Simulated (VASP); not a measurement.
Input of a VASP 6.6.1 run:

Contents of INCAR:

```
  ALGO = Normal
  EDIFF = 1E-6
  ENCUT = 420
  GGA = PE
  GGA_COMPAT = F
  ISIF = 2
  ISMEAR = -1
  ISYM = -1
  LASPH = T
  LCHARG = F
  LREAL = Auto
  LWAVE = F
  NBANDS = 70
  NELM = 120
  PREC = Accurate
  SIGMA = 0.05
```

The input KPOINTS:

```
explicit points
1
Reciprocal
  0.25000000   0.25000000   0.25000000 1
```

POSCAR

```
B2P3
1.0
    7.0141520000      0.0701380000     -0.0048670000
    0.0701380000      7.2226980000      0.0539610000
   -0.0048670000      0.0539610000      7.2453270000
P B
15 10
Direct
    0.3081563829      0.7188015674      0.7092693740
    0.5942801112      0.9788836417      0.8296632880
    0.6214435752      0.3152593106      0.2205370245
    0.1040029578      0.0300143238      0.8215941916
    0.5823439588      0.9520293145      0.3611003084
    0.8340256109      0.8979209853      0.1635071113
    0.8880920512      0.2503723791      0.8917721726
    0.5292019897      0.6579388509      0.4891534347
    0.1204921095      0.7215366080      0.4475252253
    0.0550621823      0.2235698717      0.4210519323
    0.3265028533      0.9080051419      0.1590930573
    0.1870678349      0.3404941042      0.1733724450
    0.8425472329      0.5849487655      0.5511599762
    0.3757178144      0.1896556929      0.7897946646
    0.1404920390      0.4704557412      0.7680997024
    0.7172857320      0.1127535666      0.0376948804
    0.6531119250      0.4680671981      0.7954822911
    0.8004278051      0.3154242769      0.4330220117
    0.4578733472      0.7634451854     -0.0349758950
    0.0651842113      0.9687149890      0.3198475958
    0.8394663046      0.6503886765      0.0450421436
    0.0225126204      0.4746037067      0.0073343106
    0.6227907562      0.5673372624     -0.0076167664
    0.2456169772      0.1405033850      0.0202256868
    0.7451991712      0.3239386481      0.6506401755
```

Potentials or basis: VASP PAW PBE potentials, release 64 (P, B).

The run is started by

```console
$ cat potpaw_PBE.64/P/POTCAR potpaw_PBE.64/B/POTCAR > POTCAR
$ mpirun -np 1 vasp_std > vasp.out
```

Q: What does it give for the pressure?

A: -1.8 GPa.

Q: Predict the largest force.

A: 2.020 eV/Å.

Q: Predict the band gap on the k mesh.

A: Zero (an odd number of electrons rules out a gap without spin polarisation).

Forces in eV/Å, atoms in the order of the input:
```
P   -0.105  0.325  0.026
P    0.721 -1.212  1.422
P   -0.176  0.559 -1.691
P   -0.412  0.170  0.072
P   -0.545 -0.829 -0.292
P    0.724 -0.004  0.551
P    0.287  0.718 -0.601
P    0.245  0.295 -0.415
P   -0.393  0.646 -0.027
P    0.956 -1.029 -0.652
P   -0.165  1.470 -0.386
P    0.212  0.256  0.187
P   -0.286 -1.094  0.723
P   -1.310  1.529 -0.165
P    0.702 -0.174 -1.009
B   -0.098 -0.042  0.342
B    0.496 -0.709 -0.371
B   -0.103  0.757 -0.264
B    0.620 -0.115 -0.303
B    0.027 -1.619 -0.067
B    0.482 -0.942  0.244
B   -1.291  0.910  0.088
B   -0.795  0.742  0.723
B    0.840 -1.229  0.738
B   -0.632  0.621  1.127
```

Caveat: the atoms stand as in a frame of molecular dynamics; an odd number of electrons without spin polarisation forces a metal; a magnetic or distorted state may lie lower.
